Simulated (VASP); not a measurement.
# Lu: single point with PBEsol

The system is Lu.

```
Lu
1.0
     3.53137    0.00000    0.00000
    -1.76569    3.05826    0.00000
     0.00000    0.00000   11.33048
Lu
4
Direct
  0.00000 0.00000 0.00000
  0.00000 0.00000 0.50000
  0.33333 0.66667 0.25000
  0.66667 0.33333 0.75000
```

* Program: VASP 6.6.1
* Task: single point
* Functional: PBEsol
* Potentials or basis: VASP PAW PBE potentials, release 64 (Lu)
* Cutoff: 520 eV
* k mesh: 12 × 12 × 4
* Occupations: fermi-dirac, width 0.1 eV
* Spin: no spin polarisation

The pressure is -4.3 GPa. The band gap on the k mesh is zero (bands 50 and 51 overlap by 1.46 eV).

Stress tensor (GPa, compression positive):
```
-4.28  0.00  0.00
 0.00 -4.28  0.00
 0.00  0.00 -4.39
```

Levels at points of the mesh, in eV from the Fermi level:
```tsv
k point	band 48	band 49	band 50	band 51	band 52	band 53
(0.00, 0.00, 0.00)	-2.44	0.35	0.99	1.04	1.97	1.97
(0.50, 0.00, 0.00)	-1.54	-0.55	-0.40	-0.35	0.23	1.00
(0.00, 0.00, 0.50)	-3.06	0.44	0.44	1.87	1.87	2.10
(0.50, 0.00, 0.50)	-1.70	-0.51	-0.51	-0.02	-0.02	1.28
```

It took 7.2 min on 1 thread of Intel(R) Xeon(R) Platinum 8259CL CPU @ 2.50GHz (Skylake/Cascade Lake), on a shared host, peak memory 0.44 GiB.

Caveat: the cell stands under tension; the PAW data sets were made with another functional, which shifts forces and pressure a little; spin-orbit coupling is left out, which moves the levels of the heavy elements.
